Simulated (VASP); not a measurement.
Input of a VASP 6.6.1 run:

File INCAR:

```
  PREC = Accurate
  ENCUT = 600
  EDIFF = 1E-6
  ISMEAR = 0
  SIGMA = 0.1
  LREAL = False
  LASPH = True
  NELM = 80
  ALGO = Normal
  ISIF = 3
  LWAVE = False
  LCHARG = False
  GGA = PE
  IBRION = 2
  NSW = 90
  EDIFFG = -0.04
```

The input KPOINTS:

```
Automatic mesh
0
Gamma
  6 6 4
```

File POSCAR:

```
Mg3H
1.0
    5.6569338360      0.0000000000      0.0000000000
   -2.8284669180      4.8990484095      0.0000000000
    0.0000000000      0.0000000000      4.5405622248
Mg H
6 2
Direct
    0.8330000000      0.6660000000      0.2500000000
    0.1670000000      0.8330000000      0.7500000000
    0.3340000000      0.1670000000      0.2500000000
    0.1670000000      0.3340000000      0.7500000000
    0.8330000000      0.1670000000      0.2500000000
    0.6660000000      0.8330000000      0.7500000000
    0.3333333333      0.6666666667      0.2500000000
    0.6666666667      0.3333333333      0.7500000000
```

Potentials or basis: VASP PAW PBE potentials, release 64 (Mg, H).

Launch:

```console
$ cat potpaw_PBE.64/Mg/POTCAR potpaw_PBE.64/H/POTCAR > POTCAR
$ mpirun -np 1 vasp_std > vasp.out
```

Problem. Predict the relaxed cell.

Solution. a = 5.896 Å, b = 5.896 Å, c = 5.270 Å, α = 90.00°, β = 90.00°, γ = 120.00°.

Problem. Estimate the space group after relaxing (to 0.05 Å).

Solution. P6_3/mmc (No. 194).

Problem. Predict the relaxed volume.

Solution. 19.83 Å³/atom.

Step by step:
```
step  energy change (eV)  largest force (eV/Å)  pressure (GPa)  volume (Å³)
   1              0.0000                0.5981           11.04       125.84
   2             -0.9466                0.0406            2.54       146.58
   3             -1.0459                0.0862            0.44       155.30
   4             -1.0532                0.1214           -0.19       158.46
   5             -1.0531                0.1286           -0.32       159.16
   6             -1.0986                0.1204           -0.25       159.08
   7             -1.1293                0.0629            0.17       158.53
   8             -1.1410                0.0958           -0.04       158.79
   9             -1.1412                0.0927           -0.02       158.76
  10             -1.1436                0.0168            0.00       158.66
```

Caveat: the volume moved by over 15 % at a fixed basis, so the end points are rough.
